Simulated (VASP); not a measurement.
WS2, 3 atoms in the cell. The cell holds a slab with vacuum, 3 atoms: a = 3.146 Å, b = 3.146 Å, c = 16.937 Å, α = 90.00°, β = 90.00°, γ = 120.00°. 

```yaml
Program: VASP 6.6.1
Task: single point
Functional: PBEsol
Potentials_or_basis: VASP PAW PBE potentials, release 64 (W_sv, S)
Cutoff: 520 eV
k_mesh: 12 × 12 × 2
Occupations: gaussian, width 0.02 eV
Spin: no spin polarisation
Dipole_correction: no
Further_INCAR_settings: ALGO = Normal; EDIFF = 1e-06; NBANDS = 20
```

Potentials or basis: VASP PAW PBE potentials, release 64 (W_sv, S).

Command:

```bash
$ cat potpaw_PBE.64/W_sv/POTCAR potpaw_PBE.64/S/POTCAR > POTCAR
$ mpirun -np 1 vasp_std > vasp.out
```

Hardware: 1 thread of Intel(R) Xeon(R) Platinum 8559C (Emerald Rapids), with other jobs on the host.

Question: How long does it take, and how much memory?

Answer: Run time: 87 s on 1 thread of Intel(R) Xeon(R) Platinum 8559C (Emerald Rapids), on a shared host, peak memory 0.29 GiB. Counts: scf iterations 22, k points 38.
